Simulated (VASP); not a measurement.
Set up this calculation in VASP 6.6.1, as the native input.

```yaml
Task: single point
Functional: PBE
Potentials_or_basis: VASP PAW PBE potentials, release 64 (Ag)
Cutoff: 520 eV
k_mesh: 11 × 11 × 11
Occupations: fermi-dirac, width 0.1 eV
Spin: non-collinear spin, zero start, spin-orbit coupling
Starting_moments: "[[0.0, 0.0, 0.0]] μB"
Dipole_correction: no
Further_INCAR_settings: ALGO = Normal; EDIFF = 1e-07; NBANDS = 22
```

The structure of Ag lies in POSCAR:

```
Ag
1.0
    2.7521713490      0.0000000000      0.0000000000
    0.0000000000      2.7521713490      0.0000000000
    0.0000000000      0.0000000000      2.7521713490
Ag
1
Direct
    0.0000000000      0.0000000000      0.0000000000
```

The input as run:

INCAR

```
SYSTEM = Ag
  PREC = Accurate
  ENCUT = 520
  EDIFF = 1E-7
  ISMEAR = -1
  SIGMA = 0.1
  LREAL = .FALSE.
  LASPH = .TRUE.
  NELM = 150
  ALGO = Normal
  ISIF = 2
  LWAVE = .FALSE.
  LCHARG = .TRUE.
  MAGMOM = 0 0 0
  LORBIT = 11
  LSORBIT = .TRUE.
  GGA_COMPAT = .FALSE.
  LORBMOM = .TRUE.
  LMAXMIX = 4
  GGA = PE
  LVHAR = .TRUE.
  NBANDS = 22
```

KPOINTS

```
Automatic mesh
0
G
  11 11 11
  0 0 0
```

Potentials or basis: VASP PAW PBE potentials, release 64 (Ag).

Launch:

```console
$ cat potpaw_PBE.64/Ag/POTCAR > POTCAR
$ mpirun -np 1 vasp_ncl > vasp.out
```

Results of the run:

The pressure is -0.3 GPa, the net moment is 0.00 μB per cell and the valence electrons inside the program's atomic spheres are Ag 9.83.

Run time: 24 s on 1 thread of Intel Xeon 6975P-C, with other jobs on the host, peak memory 0.18 GiB.
